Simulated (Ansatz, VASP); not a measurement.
**GaBPb in VASP and in Ansatz**

```xyz
6
Lattice="3.3211 0.0000 0.0000 0.0000 3.3211 0.0000 0.0000 0.0000 8.3739" Properties=species:S:1:pos:R:3 pbc="T T T"
Pb    2.4908    2.4908    6.1182
Pb    0.8303    0.8303    2.2557
Ga    0.8303    0.8303    7.6588
Ga    2.4908    2.4908    0.7151
B     2.4908    2.4908    3.4768
B     0.8303    0.8303    4.8971
```

Alike in both runs: task single point; functional r2SCAN; k mesh 10 × 10 × 4; occupations fermi-dirac, width 0.0289 eV; no spin polarisation.

|  | VASP | Ansatz |
| --- | --- | --- |
| version | VASP 6.6.1 | Ansatz 0.2.0 |
| potentials or method | VASP PAW PBE potentials, release 64 (Pb_d, Ga_d, B), cutoff 520 eV | PAW plane waves |
| valence electrons in the cell | 60 | 60 |

```csv
,VASP,Ansatz,Ansatz less VASP
pressure (GPa),22.0,21.8,-0.20
"traceless stress, the component that is largest in VASP (GPa)",-4.64,-4.62,+0.020
rms of the force components (eV/Å),0.969,0.968,-0.0015
```

VASP's potentials were made for PBE, not for r2SCAN. Atom by atom the forces differ by 0.002 eV/Å (rms over components).

Neither program's run includes spin-orbit coupling.
